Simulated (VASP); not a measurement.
Write the native input for VASP 6.6.1 that does the following.

```yaml
Task: single point
Functional: PBEsol
Potentials_or_basis: VASP PAW PBE potentials, release 64 (W_sv, S)
Cutoff: 520 eV
k_mesh: 12 × 12 × 2
Occupations: gaussian, width 0.05 eV
Spin: no spin polarisation
Dipole_correction: no
Further_INCAR_settings: ALGO = Normal; EDIFF = 1e-06; NBANDS = 20
```

The structure of WS2 lies in POSCAR:

```
WS2
1.0
    3.2111295965      0.0341721587     -0.1453226965
   -1.5759708407      2.5557426428     -0.0940272684
   -0.7737681893     -1.0248321338     16.1727297032
W S
1 2
Direct
    0.3375400807      0.6536381164      0.0012673140
    0.6429785737      0.3166397162      0.9037699929
    0.6861480123      0.3630555007      0.0949626932
```

This cell differs from its parent crystal: atoms moved at random and the cell strained at random.

One way to write it, as run:

INCAR

```
SYSTEM = WS2
PREC = Accurate
ENCUT = 520
EDIFF = 1E-6
ISMEAR = 0
SIGMA = 0.05
LREAL = .False.
LASPH = .True.
NELM = 80
ALGO = Normal
ISIF = 2
LWAVE = .False.
LCHARG = .True.
GGA = PS
LELF = .True.
LVHAR = .True.
NBANDS = 20
```

KPOINTS

```
Automatic mesh
0
Gamma
  12 12 2
  0 0 0
```

Potentials or basis: VASP PAW PBE potentials, release 64 (W_sv, S).

The run is started by

```bash
$ cat potpaw_PBE.64/W_sv/POTCAR potpaw_PBE.64/S/POTCAR > POTCAR
$ mpirun -np 1 vasp_std > vasp.out
```

It gave:

The largest force is 3.435 eV/Å and the band gap on the k mesh is 1.85 eV (least direct gap 1.93 eV).

Caveat: the cell differs from its parent crystal (atoms moved at random and the cell strained at random); the PAW data sets were made with another functional, which shifts forces and pressure a little; spin-orbit coupling is left out, which moves the levels of the heavy elements.

Run time: 13 min on 1 thread of AMD EPYC 7R43 64-Core Processor (Zen 3), with other jobs on the host, peak memory 0.47 GiB.
